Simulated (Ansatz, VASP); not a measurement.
## Sb in VASP and in Ansatz

The input INCAR:

```
PREC     = Accurate       # precision mode
ENCUT    = 500            # plane-wave cutoff, eV
EDIFF    = 1E-6           # SCF threshold, eV
ISMEAR   = 0              # smearing method
SIGMA    = 0.020999999999999998 # smearing width, eV
LREAL    = F              # projectors in reciprocal space
LASPH    = T              # aspherical terms in the spheres
NELM     = 120            # most SCF steps
ALGO     = Normal         # electronic algorithm
ISIF     = 2              # what is computed and relaxed
LWAVE    = F              # write WAVECAR
LCHARG   = F              # write CHGCAR
GGA      = PE             # functional
NBANDS   = 8              # bands
GGA_COMPAT= F
```

The input KPOINTS:

```
regular mesh
0
Gamma
  8 8 8
```

File POSCAR:

```
Sb
1.0
    3.1600000000      0.0000000000      0.0000000000
    0.0000000000      3.1600000000      0.0000000000
    0.0000000000      0.0000000000      3.1600000000
Sb
1
Direct
    0.0000000000      0.0000000000      0.0000000000
```

Contents of input.yaml:

```yaml
crystal:
  lattice:
    - [3.16, 0.0, 0.0]
    - [0.0, 3.16, 0.0]
    - [0.0, 0.0, 3.16]
  atoms:
    - { symbol: Sb, position: [0.0, 0.0, 0.0] }
hamiltonian:
  xc: pbe
  pseudopotentials: { kind: paw }
kpoints:
  mp_grid: { grid: [8, 8, 8] }
scf:
  occupations: { method: gaussian, width: 0.021 }
output:
  forces: true
  stress: true
  eigenvalues: true
```

Alike in both runs: task single point; functional PBE; k mesh 8 × 8 × 8; occupations gaussian, width 0.021 eV; no spin polarisation.

|  | VASP | Ansatz |
| --- | --- | --- |
| version | VASP 6.6.1 | Ansatz 0.2.0 |
| potentials or method | VASP PAW PBE potentials, release 64 (Sb) | Ansatz PAW |
| plane-wave cutoff (eV) | 500 | 420 |
| valence electrons in the cell | 5 | 15 |

|  | VASP | Ansatz | Ansatz less VASP |
| --- | --- | --- | --- |
| gap on the k mesh at the Fermi level (eV) | none | none | - |
| pressure (GPa) | -2.3 | -2.3 | +0.04 |

A gap of «none» marks a metal or a gap that the smearing closes. With one functional, cell and mesh, what is left measures potentials, basis and numerics. VASP's potentials hold 5 valence electrons a cell and Ansatz's 15, so a difference there can come from the potentials and not from the codes.

Neither program's run includes spin-orbit coupling.
